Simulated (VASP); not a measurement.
# InCo2N2 (C2/m) in VASP: further runs

The runs below take InCo2N2 through single point, with PBE.

Everything below comes from runs of VASP 6.6.1. Logs are shortened: lines on timing, memory, paths and dates and some standing lists are left out, and cuts for length are marked.

### Step 1. The cell of the first run

It takes space group C2/m (No. 12, monoclinic). Conventional cell: a = 5.452 Å, b = 3.161 Å, c = 7.793 Å, α = 90.00°, β = 104.51°, γ = 90.00°. Within 3.9 Å of In (site symmetry 2/m) lie 2 Co at 2.96 Å and 6 In at 3.15 to 3.16 Å and 6 N at 3.16 to 3.22 Å. Co (site symmetry m) has 4 N at 1.85 to 1.99 Å and 3 Co at 2.44 to 2.45 Å within 2.5 Å. Within 2.5 Å of N (site symmetry m) lie 4 Co at 1.85 to 1.99 Å.

### Step 2. Single point, PBE, collinear spin, ferromagnetic start

Input file INCAR:

```
PREC = Accurate
ENCUT = 520
EDIFF = 1E-7
ISMEAR = 0
SIGMA = 0.1
LREAL = False
LASPH = True
NELM = 150
ALGO = Normal
ISIF = 2
LWAVE = False
LCHARG = True
ISPIN = 2
MAGMOM = 0 0.22 0.22 0 0
LORBIT = 11
LMAXMIX = 4
GGA = PE
LELF = True
LVHAR = True
NBANDS = 32
```

Input file KPOINTS:

```
Automatic mesh
0
Gamma
  3 3 1
```

Input file POSCAR:

```
InCo2N2
1.0
    2.7259591304     -1.5805455775      0.0000000000
    2.7259591304      1.5805455775      0.0000000000
   -1.9522687403      0.0000000000      7.5446777696
In Co N
1 2 2
Direct
    0.5000000000      0.5000000000      0.5000000000
    0.3726610000      0.3726610000      0.1081050000
    0.6273390000      0.6273390000      0.8918950000
    0.2773840000      0.2773840000      0.8449930000
    0.7226160000      0.7226160000      0.1550070000
```

Potentials or basis: VASP PAW PBE potentials, release 64 (In_d, Co, N).

Launch:

```
> cat potpaw_PBE.64/In_d/POTCAR potpaw_PBE.64/Co/POTCAR potpaw_PBE.64/N/POTCAR > POTCAR
> mpirun -np 1 vasp_std > vasp.out
```

OUTCAR:

```text
PREC = Accurate
   ENCUT = 520
   EDIFF = 1E-7
   ISMEAR = 0
   LREAL = False
   LASPH = True
   NELM = 150
   ISIF = 2
   ISPIN = 2
   LORBIT = 11
   GGA = PE

 ion  position               nearest neighbor table
   1  0.500  0.500  0.500-   2 2.96   3 2.96
   2  0.373  0.373  0.108-   5 1.85   5 1.86   5 1.86   4 1.99   3 2.44   3 2.45   3 2.45   1 2.96

   3  0.627  0.627  0.892-   4 1.85   4 1.86   4 1.86   5 1.99   2 2.44   2 2.45   2 2.45   1 2.96

   4  0.277  0.277  0.845-   3 1.85   3 1.86   3 1.86   2 1.99
   5  0.723  0.723  0.155-   2 1.85   2 1.86   2 1.86   3 1.99

  LATTYP: Found a base centered monoclinic cell.
 ALAT       =     5.4519182608
 B/A-ratio  =     0.5798126464
 C/A-ratio  =     1.4294365273
 COS(beta)  =    -0.2505101856

  Lattice vectors:

 A1 = (   2.7259591304,  -1.5805455775,   0.0000000000)
 A2 = (   2.7259591304,   1.5805455775,   0.0000000000)
 A3 = (  -1.9522687403,   0.0000000000,   7.5446777696)

Analysis of symmetry for initial positions (statically):
=====================================================================
 Subroutine PRICEL returns:
 Original cell was already a primitive cell.

 Routine SETGRP: Setting up the symmetry group for a
 base centered monoclinic supercell.

 Subroutine GETGRP returns: Found  4 space group operations
 (whereof  4 operations were pure point group operations)
 out of a pool of  4 trial point group operations.

The static configuration has the point symmetry C_2h.

Analysis of symmetry for dynamics (positions and initial velocities):
=====================================================================
 Subroutine PRICEL returns:
 Original cell was already a primitive cell.

 Routine SETGRP: Setting up the symmetry group for a
 base centered monoclinic supercell.

 Subroutine GETGRP returns: Found  4 space group operations
 (whereof  4 operations were pure point group operations)
 out of a pool of  4 trial point group operations.

The dynamic configuration has the point symmetry C_2h.

Analysis of structural, dynamic, and magnetic symmetry:
=====================================================================
 Subroutine PRICEL returns:
 Original cell was already a primitive cell.

 Routine SETGRP: Setting up the symmetry group for a
 base centered monoclinic supercell.

 Subroutine GETGRP returns: Found  4 space group operations
 (whereof  4 operations were pure point group operations)
 out of a pool of  4 trial point group operations.

The overall configuration has the point symmetry C_2h.

 Subroutine INISYM returns: Found  4 space group operations
 (whereof  4 operations are pure point group operations),
 and found     1 'primitive' translations

----------------------------------------------------------------------------------------

                                     Primitive cell

  volume of cell :      65.0125

  direct lattice vectors                    reciprocal lattice vectors
     2.725959130 -1.580545577  0.000000000     0.183421679 -0.316346461  0.047462386
     2.725959130  1.580545577  0.000000000     0.183421679  0.316346461  0.047462386
    -1.952268740  0.000000000  7.544677770     0.000000000  0.000000000  0.132543765

  length of vectors
     3.151028007  3.151028007  7.793171106     0.368742829  0.368742829  0.132543765

  position of ions in fractional coordinates (direct lattice)
     0.500000000  0.500000000  0.500000000
     0.372661000  0.372661000  0.108105000
     0.627339000  0.627339000  0.891895000
     0.277384000  0.277384000  0.844993000
     0.722616000  0.722616000  0.155007000

  ion indices of the primitive-cell ions
   primitive index   ion index
                 1           1
                 2           2
                 3           3
                 4           4
                 5           5

----------------------------------------------------------------------------------------

 KPOINTS: Automatic mesh

Automatic generation of k-mesh.
 Grid dimensions read from file:
 generate k-points for:    3    3    1

 Generating k-lattice:

  Cartesian coordinates                     Fractional coordinates (reciprocal lattice)
     0.061140560 -0.105448820  0.015820795     0.333333333  0.000000000  0.000000000
     0.061140560  0.105448820  0.015820795     0.000000000  0.333333333  0.000000000
     0.000000000  0.000000000  0.132543765     0.000000000  0.000000000  1.000000000

  Length of vectors
     0.122914276  0.122914276  0.132543765

  Shift w.r.t. Gamma in fractional coordinates (k-lattice)
     0.000000000  0.000000000  0.000000000

 Subroutine IBZKPT returns following result:
 ===========================================

 Found      4 irreducible k-points:

 Following reciprocal coordinates:
            Coordinates               Weight
  0.000000  0.000000  0.000000      1.000000
  0.333333  0.000000  0.000000      4.000000
  0.333333  0.333333  0.000000      2.000000
 -0.333333  0.333333  0.000000      2.000000
   k-points           NKPTS =      4   k-points in BZ     NKDIM =      4   number of bands    NBANDS=     32
   number of dos      NEDOS =    301   number of ions     NIONS =      5
   total plane-waves  NPLWV =  34560
   dimension x,y,z NGX =    24 NGY =   24 NGZ =   60
   dimension x,y,z NGXF=    48 NGYF=   48 NGZF=  120
   ions per type =               1   2   2
   NGX,Y,Z   is equivalent  to a cutoff of  12.66, 12.66, 12.80 a.u.
   NGXF,Y,Z  is equivalent  to a cutoff of  25.32, 25.32, 25.60 a.u.
 SYSTEM =  unknown system
   PREC   = accura    normal or accurate (medium, high low for compatibility)
   ISTART =      0    job   : 0-new  1-cont  2-samecut
   ICHARG =      2    charge: 1-file 2-atom 10-const
   ISPIN  =      2    spin polarized calculation?
   LNONCOLLINEAR =      F non collinear calculations
   LSORBIT =      F    spin-orbit coupling
   LASPH  =      T    aspherical Exc in radial PAW
   ENCUT  =  520.0 eV  38.22 Ry    6.18 a.u.   5.86  5.86 14.49*2*pi/ulx,y,z
   NELM   =    150;   NELMIN=  2; NELMDL= -5     # of ELM steps
   EDIFF  = 0.1E-06   stopping-criterion for ELM
   LREAL  =      F    real-space projection
   EDIFFG = 0.1E-05   stopping-criterion for IOM
   NSW    =      0    number of steps for IOM
   IBRION =     -1    ionic relax: 0-MD 1-quasi-New 2-CG
   NFREE  =      0    steps in history (QN), initial steepest desc. (CG)
   ISIF   =      2    stress and relaxation
   ISYM   =      2    0-nonsym 1-usesym 2-fastsym
   POTIM  = 0.5000    time-step for ionic-motion
   TEBEG  =    0.0;   TEEND  =   0.0 temperature during run
   PSTRESS=    0.0 pullay stress
   NELECT =      41.0000    total number of electrons
   NUPDOWN=      -1.0000    fix difference up-down
   EMIN   =  10.00;   EMAX   =-10.00  energy-range for DOS
   EFERMI =   0.00;   METHOD = LEGACY
   ISMEAR =     0;   SIGMA  =   0.10  broadening in eV -4-tet -1-fermi 0-gaus
   EFERMI_NEDOS =   21; number of points for ismear=-14 and -15
   IALGO  =     38    algorithm
   IMIX   =      4    mixing-type and parameters
     AMIX     =   0.40;   BMIX     =  1.00
     AMIX_MAG =   1.60;   BMIX_MAG =  1.00
  volume/ion in A,a.u.               =      13.00        87.75
  Fermi-wavevector in a.u.,A,eV,Ry     =   1.403903  2.652992 26.816316  1.970944
  Thomas-Fermi vector in A             =   2.526518
   LORBIT       =     11    0 simple, 1 ext, 2 COOP (PROOUT), +10 PAW based schemes
   GGA     = PE    functional components
   LHFCALC =     F    Hartree Fock is set to
   AEXX    =    0.0000 exact exchange contribution
   IVDW    =     0    specifies the selected vdW correction
   LEPSILON=     F    determine dielectric tensor
   LRPA    =     F    only Hartree local field effects (RPA)
 spin polarized calculation
 Gauss-broadening in eV      SIGMA  =   0.10
  energy-cutoff  :      520.00
  volume of cell :       65.01
 maximum number of plane-waves:      1761
   NGX = 11   NGY = 11   NGZ = 29

 number of electron      41.0000001 magnetization       0.3503712

 Free energy of the ion-electron system (eV)
  ---------------------------------------------------
  ext. energy  EPLUGINS =         0.00000000
  ---------------------------------------------------
  free energy    TOTEN  =       -31.22918521 eV

  energy without entropy =      -31.20849372  energy(sigma->0) =      -31.21883946

 E-fermi :   7.9173     XC(G=0): -11.4211

 val. band max:        7.8962480753   @ k =   0.3333   0.0000   0.0000
 cond. band min:       7.9583608279   @ k =   0.3333   0.3333   0.0000
 fundamental gap:      0.0621127525
 Fermi energy:         7.9173265975

 spin component 1

 k-point     1 :       0.0000    0.0000    0.0000
  band No.  band energies     occupation
      1      -8.9727      1.00000
      2      -7.8641      1.00000
      3      -7.2250      1.00000
      4      -7.1148      1.00000
      5      -7.1041      1.00000
      6      -6.8593      1.00000
[... 129 lines left out ...]
     31      19.1421      0.00000
     32      19.2226      0.00000
 Fermi energy:         7.9173265975

 spin component 2

 k-point     1 :       0.0000    0.0000    0.0000
  band No.  band energies     occupation
      1      -8.9400      1.00000
      2      -7.8240      1.00000
      3      -7.2315      1.00000
      4      -7.1224      1.00000
      5      -7.1120      1.00000
      6      -6.8617      1.00000
[... 129 lines left out ...]
     31      19.1706      0.00000
     32      19.2658      0.00000

------------------------ aborting loop because EDIFF is reached ----------------------------------------

  FORCE on cell =-STRESS in cart. coord.  units (eV):
  Direction    XX          YY          ZZ          XY          YZ          ZX
  --------------------------------------------------------------------------------------
  -------------------------------------------------------------------------------------
  Total        0.3630022      1.9214963      0.1912172      0.0000000      0.0000000      0.7202524
  in kB        8.9458746     47.3536085      4.7123807      0.0000000      0.0000000     17.7499947
  external PRESSURE =      20.3372880 kB  Pullay stress =       0.0000000 kB

 VOLUME and BASIS-vectors are now :
 -----------------------------------------------------------------------------
  energy-cutoff  :      520.00
  volume of cell :       65.01
      direct lattice vectors                 reciprocal lattice vectors
     2.725959130 -1.580545577  0.000000000     0.183421679 -0.316346461  0.047462386
     2.725959130  1.580545577  0.000000000     0.183421679  0.316346461  0.047462386
    -1.952268740  0.000000000  7.544677770     0.000000000  0.000000000  0.132543765

 POSITION                                       TOTAL-FORCE (eV/Angst)
 -----------------------------------------------------------------------------------
      1.74982      0.00000      3.77234         0.000000      0.000000      0.000000
      1.82067      0.00000      0.81562        -0.012795      0.000000      0.088738
      1.67898      0.00000      6.72906         0.012795      0.000000     -0.088738
     -0.13738      0.00000      6.37520        -0.153742      0.000000     -0.812217
      3.63703      0.00000      1.16948         0.153742      0.000000      0.812217
 -----------------------------------------------------------------------------------
    total drift:                                0.000000     -0.000000      0.000000

  FREE ENERGIE OF THE ION-ELECTRON SYSTEM (eV)
  ---------------------------------------------------
  free  energy   TOTEN  =       -31.2291852089 eV

  energy  without entropy=      -31.2084937180  energy(sigma->0) =      -31.21883946

 total charge

# of ion       s       p       d       tot
------------------------------------------
    1        0.964   0.476   9.865  11.304
    2        0.481   0.678   7.451   8.610
    3        0.481   0.678   7.451   8.610
    4        1.280   2.341   0.000   3.622
    5        1.280   2.341   0.000   3.622
--------------------------------------------------
tot          4.487   6.514  24.767  35.768

 magnetization (x)

# of ion       s       p       d       tot
------------------------------------------
    1        0.005  -0.021  -0.002  -0.018
    2        0.005  -0.002   0.163   0.166
    3        0.005  -0.002   0.163   0.166
    4        0.003   0.022   0.000   0.025
    5        0.003   0.022   0.000   0.025
--------------------------------------------------
tot          0.020   0.019   0.324   0.363
```

It took 71 s on 1 thread of Intel Xeon 8259CL, shared host; peak memory 0.21 GiB.

What came out:

```
Free energy                                           : -31.2292 eV
Pressure                                              : 2.0 GPa
Largest force                                         : 0.827 eV/Å
Net moment                                            : 0.35 μB per cell
Site moments                                          : In -0.02; Co +0.17; N +0.03 μB
Valence electrons inside the program's atomic spheres : In 11.30; Co 8.61; N 3.62
```

Forces in eV/Å, atoms in the order of the input:
```
In   0.000  0.000  0.000
Co  -0.013  0.000  0.089
Co   0.013  0.000 -0.089
N   -0.154  0.000 -0.812
N    0.154  0.000  0.812
```

Stress tensor (GPa, compression positive):
```
0.89 0.00 1.77
0.00 4.74 0.00
1.77 0.00 0.47
```

Levels at points of the mesh, in eV from the Fermi level:
Spin up:
```csv
k point,band 18,band 19,band 20,band 21,band 22,band 23
"(0.00, 0.00, 0.00)",-1.20,-1.16,0.96,2.21,2.28,2.30
```
Spin down:
```
           k point  band 16  band 17  band 18  band 19  band 20  band 21  band 22  band 23  band 24  band 25
(0.00, 0.00, 0.00)    -2.35    -1.55    -0.95    -0.93     0.99     2.30     2.39     2.39     2.62     2.63
```

Caveat: the k points lie up to 0.83 Å⁻¹ apart; spin-orbit coupling is left out, which moves the levels of the heavy elements.

### Step 3. Single point, PBE, collinear spin, ferromagnetic start

Input file INCAR:

```
SYSTEM = InCo2N2
PREC     = Accurate       ! precision mode
ENCUT    = 520            ! plane-wave cutoff, eV
EDIFF    = 1E-7           ! SCF threshold, eV
ISMEAR   = -1             ! smearing method
SIGMA    = 0.051703999572871064 ! smearing width, eV
LREAL    = .False.        ! projectors in reciprocal space
LASPH    = .True.         ! aspherical terms in the spheres
NELM     = 150            ! most SCF steps
ALGO     = Normal         ! electronic algorithm
ISIF     = 2              ! what is computed and relaxed
LWAVE    = .False.        ! write WAVECAR
LCHARG   = .False.        ! write CHGCAR
ISPIN    = 2              ! spin polarisation
MAGMOM   = 0 0.22 0.22 0 0 ! initial moments
LORBIT   = 11             ! projections on sites
LMAXMIX  = 4              ! l up to which the mixer works
GGA      = PE             ! functional
NBANDS   = 32             ! bands
ISYM     = 0
```

Input file KPOINTS:

```
regular mesh
0
Gamma
  1 6 1
  0 0 0
```

POSCAR is that of step 2.

Potentials or basis: VASP PAW PBE potentials, release 64 (In_d, Co, N).

Launch:

```
> cat potpaw_PBE.64/In_d/POTCAR potpaw_PBE.64/Co/POTCAR potpaw_PBE.64/N/POTCAR > POTCAR
> mpirun -np 1 vasp_std > vasp.out
```

It took 68 s on 1 thread of Intel Xeon 8259CL, shared host; peak memory 0.21 GiB.

Results (log left out):

- Free energy: -33.9721 eV
- Pressure: -5.5 GPa
- Largest force: 1.356 eV/Å
- Net moment: 0.32 μB per cell
- Site moments: In -0.00; Co +0.14; N +0.02 μB
- Valence electrons inside the program's atomic spheres: In 11.31; Co 8.65; N 3.63

Forces on the atoms (eV/Å):
```
In   0.000  0.000  0.000
Co  -0.009  0.048  1.355
Co   0.009 -0.048 -1.355
N   -0.003  0.051  0.322
N    0.003 -0.051 -0.322
```

Stress tensor (GPa, compression positive):
```
-29.34  22.49  -1.13
 22.49  -4.25  -1.70
 -1.13  -1.70  17.20
```

Levels at points of the mesh, in eV from the Fermi level:
Spin up:
```csv
k point,band 18,band 19,band 20,band 21,band 22,band 23
"(0.00, 0.00, 0.00)",-1.45,-1.23,0.50,1.72,1.76,1.78
"(0.00, 0.50, 0.00)",-2.36,-1.63,-1.37,-1.34,-0.36,-0.20
```
Spin down:
```csv
k point,band 16,band 17,band 18,band 19,band 20,band 21,band 22,band 23,band 24,band 25
"(0.00, 0.00, 0.00)",-2.47,-1.68,-1.16,-1.14,0.53,1.80,1.84,1.87,1.99,2.15
"(0.00, 0.50, 0.00)",-2.64,-2.54,-2.26,-1.53,-1.28,-1.26,-0.25,0.08,0.61,0.78
```

Caveat: the k points lie up to 2.03 Å⁻¹ apart; spin-orbit coupling is left out, which moves the levels of the heavy elements; forces of over 1 eV/Å act on the atoms, so gaps and moduli don't describe the material at rest.
